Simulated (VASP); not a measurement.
A run of VASP 6.6.1:

POSCAR

```
AlN
1.0
    0.0000000000      2.0188685302      2.0188685302
    2.0188685302      0.0000000000      2.0188685302
    2.0188685302      2.0188685302      0.0000000000
Al N
1 1
Direct
    0.0000000000      0.0000000000      0.0000000000
    0.5000000000      0.5000000000      0.5000000000
```

INCAR.step1

```
  PREC = Accurate
  ENCUT = 520
  ISMEAR = -1
  SIGMA = 0.02
  LREAL = False
  LASPH = True
  NELM = 100
  NBANDS = 11
  GGA = PE
  ALGO = Normal
  EDIFF = 1E-4
  LWAVE = True
  LCHARG = False
```

INCAR.step2

```
  PREC = Accurate
  ENCUT = 520
  EDIFF = 1E-7
  ISMEAR = -1
  SIGMA = 0.02
  LREAL = False
  LASPH = True
  NELM = 100
  ALGO = Normal
  ISIF = 2
  LWAVE = False
  LCHARG = False
  METAGGA = R2SCAN
  LMIXTAU = True
  NBANDS = 11
  ISTART = 1
```

File KPOINTS:

```
regular mesh
0
Gamma
  10 10 10
```

Potentials or basis: VASP PAW PBE potentials, release 64 (Al, N).

Command:

```sh
$ cat potpaw_PBE.64/Al/POTCAR potpaw_PBE.64/N/POTCAR > POTCAR
$ cp INCAR.step1 INCAR
$ mpirun -np 1 vasp_std > vasp.out
$ cp INCAR.step2 INCAR
$ mpirun -np 1 vasp_std > vasp.out
```

Hardware: 1 thread of AMD EPYC 7R13 Processor (Zen 3), with other jobs on the host.

Q: How long does it take, and how much memory?

A: It took 40 s on 1 thread of AMD EPYC 7R13 Processor (Zen 3), on a shared host, peak memory 0.11 GiB. Counts: k points 47.
